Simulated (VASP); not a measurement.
A run of VASP 6.6.1 is set up as follows.

File INCAR:

```
SYSTEM = NaCl
PREC     = Accurate       ! precision mode
ENCUT    = 520            ! plane-wave cutoff, eV
EDIFF    = 1E-8           ! SCF threshold, eV
ISMEAR   = 0              ! smearing method
SIGMA    = 0.01           ! smearing width, eV
LREAL    = .False.        ! projectors in reciprocal space
LASPH    = .True.         ! aspherical terms in the spheres
NELM     = 100            ! most SCF steps
ALGO     = Normal         ! electronic algorithm
ISIF     = 2              ! what is computed and relaxed
LWAVE    = .False.        ! write WAVECAR
LCHARG   = .True.         ! write CHGCAR
GGA      = CA             ! functional
IBRION   = 8              ! ionic algorithm
NSW      = 1              ! ionic steps
```

The input KPOINTS:

```
regular mesh
0
Gamma
  8 8 8
  0 0 0
```

POSCAR

```
NaCl
1.0
    0.0000000000      2.7321936067      2.7321936067
    2.7321936067      0.0000000000      2.7321936067
    2.7321936067      2.7321936067      0.0000000000
Na Cl
1 1
Direct
    0.0000000000      0.0000000000      0.0000000000
    0.5000000000      0.5000000000      0.5000000000
```

Potentials or basis: VASP PAW LDA potentials, release 64 (Na_pv, Cl).

Run with:

```sh
$ cat potpaw_LDA.64/Na_pv/POTCAR potpaw_LDA.64/Cl/POTCAR > POTCAR
$ mpirun -np 1 vasp_std > vasp.out
```

Question: Estimate the highest phonon frequency at Γ, LO-TO splitting left out.

Answer: 189 cm⁻¹.

Phonon frequencies in cm⁻¹ (negative: imaginary):
```csv
q point,frequencies
"(0.000, 0.000, 0.000)",0 0 0 189 189 189
```
